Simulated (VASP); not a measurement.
# Ti2Ge6Mo (P1) in VASP: relaxation of cell and atoms with PBE

Aim: the relaxation of cell and atoms of Ti2Ge6Mo with PBE.

Everything below comes from runs of VASP 6.6.1. Logs are shortened: lines on timing, memory, paths and dates and some standing lists are left out, and cuts for length are marked.

### 1 The cell of the first run

The typed cell holds 9 atoms: a = 4.731 Å, b = 4.907 Å, c = 7.558 Å, α = 81.27°, β = 71.43°, γ = 61.15°.

### 2 Relaxation of cell and atoms, PBE

INCAR

```
PREC = Accurate ; ENCUT = 500
EDIFF = 1E-7 ; ISMEAR = 0
SIGMA = 0.2 ; LREAL = F
LASPH = T ; NELM = 120
ALGO = Normal ; ISIF = 3
LWAVE = F ; LCHARG = F
GGA = PE ; IBRION = 2
NSW = 80 ; EDIFFG = -0.025
GGA_COMPAT = F ; NELMIN = 4
KPAR = 4
```

KPOINTS

```
Automatic mesh
0
Gamma
  6 6 6
```

POSCAR

```
Ti2Ge6Mo
1.0
    4.7306795670      0.0012357471      0.0138686307
    2.3664449948      4.2982961271      0.0019208510
    2.3862219129     -0.0078225339      7.1713455897
Ti Ge Mo
2 6 1
Direct
    0.3345296587     -0.0081932404      0.3521684959
    0.6651301148     -0.0189333189      0.6706805342
    0.9779980368      0.6656837818      0.3455011773
    0.6611939651      0.6647254991      0.9963702845
    0.3042647041      0.6943313733      0.6701150598
    0.6790438954      0.3002862522      0.3219989476
    0.3345257582      0.3395815481      0.9962816683
    0.0168133982      0.3352667278      0.6542185732
    0.0265004685      0.0272513770     -0.0073347407
```

Potentials or basis: VASP PAW PBE potentials, release 64 (Ti_sv, Ge_d, Mo_sv).

On the command line:

```console
> cat potpaw_PBE.64/Ti_sv/POTCAR potpaw_PBE.64/Ge_d/POTCAR potpaw_PBE.64/Mo_sv/POTCAR > POTCAR
> mpirun -np 4 vasp_std > vasp.out
```

OUTCAR:

```text
PREC = Accurate
   ENCUT = 500
   EDIFF = 1E-7
   ISMEAR = 0
   LREAL = F
   LASPH = T
   NELM = 120
   ISIF = 3
   GGA = PE
   IBRION = 2
   NSW = 80
   EDIFFG = -0.025
   NELMIN = 4

 ion  position               nearest neighbor table
   1  0.335  0.992  0.352-   5 2.62   8 2.62   6 2.65   3 2.66   6 2.79   3 2.84   3 2.90   4 2.91

   2  0.665  0.981  0.671-   5 2.65   5 2.69   3 2.69   4 2.70   8 2.73   8 2.78   7 2.79   6 2.85
                             8 2.90   9 3.15
   3  0.978  0.666  0.346-   8 2.64   1 2.66   2 2.69   6 2.73   6 2.82   1 2.84   7 2.87   6 2.87
                             1 2.90   9 2.98
   4  0.661  0.665  0.996-   9 2.66   2 2.70   7 2.70   9 2.75   7 2.79   6 2.81   8 2.83   7 2.90
                             1 2.91   9 3.01
   5  0.304  0.694  0.670-   1 2.62   2 2.65   2 2.69   9 2.73   8 2.73   8 2.76   7 2.79
   6  0.679  0.300  0.322-   9 2.64   1 2.65   3 2.73   1 2.79   4 2.81   3 2.82   2 2.85   3 2.87

   7  0.335  0.340  0.996-   9 2.58   4 2.70   4 2.79   2 2.79   5 2.79   9 2.86   3 2.87   4 2.90
                             9 2.96
   8  0.017  0.335  0.654-   1 2.62   3 2.64   5 2.73   2 2.73   5 2.76   9 2.77   2 2.78   4 2.83
                             2 2.90
   9  0.027  0.027  0.993-   7 2.58   6 2.64   4 2.66   5 2.73   4 2.75   8 2.77   7 2.86   7 2.96
                             3 2.98   4 3.01   2 3.15

  Warning from LATTYP: Got some problem with cell dimensions!
  Tried to take original basis but could not verify dimensions!
  LATTYP: Found a triclinic cell.
 ALAT       =     4.9066704800
 B/A-ratio  =     0.9641364906
 C/A-ratio  =     1.7009412884
 COS(alpha) =     0.0052835552
 COS(beta)  =     0.4518145624
 COS(gamma) =     0.4825192931

  Lattice vectors:

 A1 = (  -2.3664449948,  -4.2982961271,  -0.0019208510)
 A2 = (  -4.7306795670,  -0.0012357471,  -0.0138686307)
 A3 = (  -0.0219873407,  -4.2892378461,  -7.1593978100)

Analysis of symmetry for initial positions (statically):
=====================================================================
 Subroutine PRICEL returns:
 Original cell was already a primitive cell.

 Routine SETGRP: Setting up the symmetry group for a
 triclinic supercell.

 Subroutine GETGRP returns: Found  1 space group operations
 (whereof  1 operations were pure point group operations)
 out of a pool of  2 trial point group operations.

The static configuration has the point symmetry C_1 .

Analysis of symmetry for dynamics (positions and initial velocities):
=====================================================================
 Subroutine PRICEL returns:
 Original cell was already a primitive cell.

 Routine SETGRP: Setting up the symmetry group for a
 triclinic supercell.

 Subroutine GETGRP returns: Found  1 space group operations
 (whereof  1 operations were pure point group operations)
 out of a pool of  2 trial point group operations.

The dynamic configuration has the point symmetry C_1 .

 Subroutine INISYM returns: Found  1 space group operations
 (whereof  1 operations are pure point group operations),
 and found     1 'primitive' translations

----------------------------------------------------------------------------------------

                                     Primitive cell

  volume of cell :     145.6578

  direct lattice vectors                    reciprocal lattice vectors
     4.730679567  0.001235747  0.013868631     0.211623355 -0.116478602 -0.070543448
     2.366444995  4.298296127  0.001920851    -0.000061586  0.232684111  0.000274305
     2.386221913 -0.007822534  7.171345590    -0.000409241  0.000162933  0.139580195

  length of vectors
     4.730700057  4.906670480  7.557930522     0.251650724  0.232684281  0.139580890

  position of ions in fractional coordinates (direct lattice)
     0.334529659  0.991806760  0.352168496
     0.665130115  0.981066681  0.670680534
     0.977998037  0.665683782  0.345501177
     0.661193965  0.664725499  0.996370285
     0.304264704  0.694331373  0.670115060
     0.679043895  0.300286252  0.321998948
     0.334525758  0.339581548  0.996281668
     0.016813398  0.335266728  0.654218573
     0.026500468  0.027251377  0.992665259

  ion indices of the primitive-cell ions
   primitive index   ion index
                 1           1
[... 31 lines left out ...]
 ===========================================

 Found    112 irreducible k-points:

 Following reciprocal coordinates:
            Coordinates               Weight
  0.000000  0.000000  0.000000      1.000000
  0.166667 -0.000000  0.000000      2.000000
  0.333333 -0.000000  0.000000      2.000000
  0.500000 -0.000000  0.000000      1.000000
  0.000000  0.166667  0.000000      2.000000
  0.166667  0.166667  0.000000      2.000000
[... 16 lines left out ...]
  0.333333 -0.000000  0.166667      2.000000
  0.500000 -0.000000  0.166667      2.000000
 [... further k-points ...]
   k-points           NKPTS =    112   k-points in BZ     NKDIM =    112   number of bands    NBANDS=     73
   number of dos      NEDOS =    301   number of ions     NIONS =      9
   total plane-waves  NPLWV =  72576
   dimension x,y,z NGX =    36 NGY =   36 NGZ =   56
   dimension x,y,z NGXF=    72 NGYF=   72 NGZF=  112
   ions per type =               2   6   1
   NGX,Y,Z   is equivalent  to a cutoff of  12.65, 12.20, 12.32 a.u.
   NGXF,Y,Z  is equivalent  to a cutoff of  25.30, 24.39, 24.64 a.u.
 SYSTEM =  unknown system
   PREC   = accura    normal or accurate (medium, high low for compatibility)
   ISTART =      0    job   : 0-new  1-cont  2-samecut
   ICHARG =      2    charge: 1-file 2-atom 10-const
   ISPIN  =      1    spin polarized calculation?
   LNONCOLLINEAR =      F non collinear calculations
   LSORBIT =      F    spin-orbit coupling
   LASPH  =      T    aspherical Exc in radial PAW
   ENCUT  =  500.0 eV  36.75 Ry    6.06 a.u.   8.63  8.95 13.78*2*pi/ulx,y,z
   NELM   =    120;   NELMIN=  4; NELMDL= -5     # of ELM steps
   EDIFF  = 0.1E-06   stopping-criterion for ELM
   LREAL  =      F    real-space projection
   EDIFFG = -.3E-01   stopping-criterion for IOM
   NSW    =     80    number of steps for IOM
   IBRION =      2    ionic relax: 0-MD 1-quasi-New 2-CG
   NFREE  =      1    steps in history (QN), initial steepest desc. (CG)
   ISIF   =      3    stress and relaxation
   ISYM   =      2    0-nonsym 1-usesym 2-fastsym
   POTIM  = 0.5000    time-step for ionic-motion
   TEBEG  =    0.0;   TEEND  =   0.0 temperature during run
   PSTRESS=    0.0 pullay stress
   NELECT =     122.0000    total number of electrons
   NUPDOWN=      -1.0000    fix difference up-down
   EMIN   =  10.00;   EMAX   =-10.00  energy-range for DOS
   EFERMI =   0.00;   METHOD = LEGACY
   ISMEAR =     0;   SIGMA  =   0.20  broadening in eV -4-tet -1-fermi 0-gaus
   EFERMI_NEDOS =   21; number of points for ismear=-14 and -15
   IALGO  =     38    algorithm
   IMIX   =      4    mixing-type and parameters
     AMIX     =   0.40;   BMIX     =  1.00
     AMIX_MAG =   1.60;   BMIX_MAG =  1.00
  volume/ion in A,a.u.               =      16.18       109.22
  Fermi-wavevector in a.u.,A,eV,Ry     =   1.543181  2.916190 32.401023  2.381408
  Thomas-Fermi vector in A             =   2.648880
   LORBIT       =      0    0 simple, 1 ext, 2 COOP (PROOUT), +10 PAW based schemes
   GGA     = PE    functional components
   LHFCALC =     F    Hartree Fock is set to
   AEXX    =    0.0000 exact exchange contribution
   IVDW    =     0    specifies the selected vdW correction
   LEPSILON=     F    determine dielectric tensor
   LRPA    =     F    only Hartree local field effects (RPA)
 conjugate gradient relaxation of ions
 non-spin polarized calculation
 Gauss-broadening in eV      SIGMA  =   0.20
  energy-cutoff  :      500.00
  volume of cell :      145.66
 maximum number of plane-waves:      3738
 NGX is ok and might be reduce to    36
   NGX = 17   NGY = 17   NGZ = 27

--------------------------------------- Ionic step        1  -------------------------------------------

 number of electron     122.0000004 magnetization

 Free energy of the ion-electron system (eV)
  ---------------------------------------------------
  ext. energy  EPLUGINS =         0.00000000
  ---------------------------------------------------
  free energy    TOTEN  =       -55.36553484 eV

  energy without entropy =      -55.28025800  energy(sigma->0) =      -55.32289642

------------------------ aborting loop because EDIFF is reached ----------------------------------------

  FORCE on cell =-STRESS in cart. coord.  units (eV):
  Direction    XX          YY          ZZ          XY          YZ          ZX
  --------------------------------------------------------------------------------------
  -------------------------------------------------------------------------------------
  Total        1.9990916     -0.7687103      0.1503897      0.5372215     -0.1436623     -0.4858119
  in kB       21.9892126     -8.4555073      1.6542268      5.9092233     -1.5802277     -5.3437374
  external PRESSURE =       5.0626440 kB  Pullay stress =       0.0000000 kB
[... 110 lines left out ...]
  FREE ENERGIE OF THE ION-ELECTRON SYSTEM (eV)
  ---------------------------------------------------
  free  energy   TOTEN  =       -55.8293164580 eV

  energy  without entropy=      -55.7385257014  energy(sigma->0) =      -55.78392108

[... ionic steps 4 to 13 ...]

--------------------------------------- Ionic step       14  -------------------------------------------

 number of electron     122.0000018 magnetization

------------------------ aborting loop because EDIFF is reached ----------------------------------------
[... 81 lines left out ...]
--------------------------------------- Ionic step       16  -------------------------------------------

 number of electron     122.0000016 magnetization

 Free energy of the ion-electron system (eV)
  ---------------------------------------------------
  ext. energy  EPLUGINS =         0.00000000
  ---------------------------------------------------
  free energy    TOTEN  =       -55.94866557 eV

  energy without entropy =      -55.86287869  energy(sigma->0) =      -55.90577213

 E-fermi :   8.6128     XC(G=0): -12.2232

 val. band max:        8.6122668356   @ k =   0.0000   0.3333   0.0000
 cond. band min:       8.6203138103   @ k =  -0.1667   0.3333   0.3333
 fundamental gap:      0.0080469748
 Fermi energy:         8.6127661641

 k-point     1 :       0.0000    0.0000    0.0000
  band No.  band energies     occupation
      1     -51.8988      2.00000
      2     -47.9441      2.00000
      3     -47.9354      2.00000
      4     -26.0524      2.00000
      5     -26.0284      2.00000
      6     -25.9687      2.00000
[... 1813 lines left out ...]
     72      12.5817      0.00000
     73      12.7301      0.00000

 [... further k-points ...]

------------------------ aborting loop because EDIFF is reached ----------------------------------------

  FORCE on cell =-STRESS in cart. coord.  units (eV):
  Direction    XX          YY          ZZ          XY          YZ          ZX
  --------------------------------------------------------------------------------------
  -------------------------------------------------------------------------------------
  Total        0.0196879     -0.0466496     -0.0055571     -0.0213556      0.0041501      0.0083002
  in kB        0.2191843     -0.5193464     -0.0618670     -0.2377507      0.0462028      0.0924053
  external PRESSURE =      -0.1206764 kB  Pullay stress =       0.0000000 kB
[... 24 lines left out ...]
  FREE ENERGIE OF THE ION-ELECTRON SYSTEM (eV)
  ---------------------------------------------------
  free  energy   TOTEN  =       -55.9486655689 eV

  energy  without entropy=      -55.8628786917  energy(sigma->0) =      -55.90577213

 reached required accuracy - stopping structural energy minimisation
```

Run time: 31 min. Hardware: 4 MPI ranks of Intel Xeon 6975P-C (Granite Rapids), shared host; peak memory 0.91 GiB.

Results:

```
Free energy                           : -55.9487 eV
Relaxed volume                        : 15.99 Å³/atom
Relaxed cell                          : a = 4.746 Å, b = 4.868 Å, c = 7.520 Å, α = 81.15°, β = 71.60°, γ = 60.81°
Space group after relaxing (to 0.1 Å) : Fmmm (No. 69)
Energy gained by relaxing             : 64.8 meV/atom
Ionic steps                           : 16
Pressure after relaxing               : 0.0 GPa
Largest force after relaxing          : 0.016 eV/Å
Band gap on the k mesh                : zero (bands 61 and 62 overlap by 1.16 eV)
```

Forces on the atoms (eV/Å):
```
Ti   0.010 -0.008  0.008
Ti   0.000  0.007  0.005
Ge  -0.004 -0.005  0.007
Ge  -0.002  0.009 -0.007
Ge  -0.005  0.007 -0.005
Ge   0.012 -0.004  0.008
Ge  -0.012 -0.006 -0.001
Ge   0.005 -0.001 -0.015
Mo  -0.004  0.001  0.000
```

The path:
```csv
step,energy change (eV),largest force (eV/Å),pressure (GPa),volume (Å³)
1,0.0000,1.5857,0.51,145.66
2,-0.3533,0.8725,-1.69,146.73
3,-0.4638,0.3815,-2.91,147.76
4,-0.5095,0.4508,3.28,140.72
5,-0.5372,0.3356,0.76,143.30
6,-0.5650,0.2194,0.03,143.96
7,-0.5662,0.1969,-0.15,144.12
8,-0.5778,0.1006,-0.08,144.00
9,-0.5787,0.1124,-0.06,143.95
10,-0.5813,0.0742,0.11,143.77
11,-0.5816,0.0561,0.20,143.67
12,-0.5824,0.0418,-0.22,144.14
13,-0.5824,0.0412,-0.17,144.07
14,-0.5829,0.0298,0.03,143.85
15,-0.5829,0.0299,0.06,143.85
16,-0.5831,0.0158,-0.01,143.91
```

Final structure:
```
Ti Ge Mo
1.0
     4.74626    0.00015    0.00009
     2.37400    4.24939   -0.00029
     2.37350    0.00012    7.13565
Ti Ge Mo
2 6 1
Direct
  0.32986 0.00038 0.33852
  0.66960 0.99970 0.66131
  0.99774 0.67579 0.32810
  0.66260 0.67554 0.00020
  0.32677 0.67531 0.67177
  0.67278 0.32462 0.32811
  0.33846 0.32438 0.99991
  0.00169 0.32437 0.67209
  0.00050 0.99992 0.99998
```
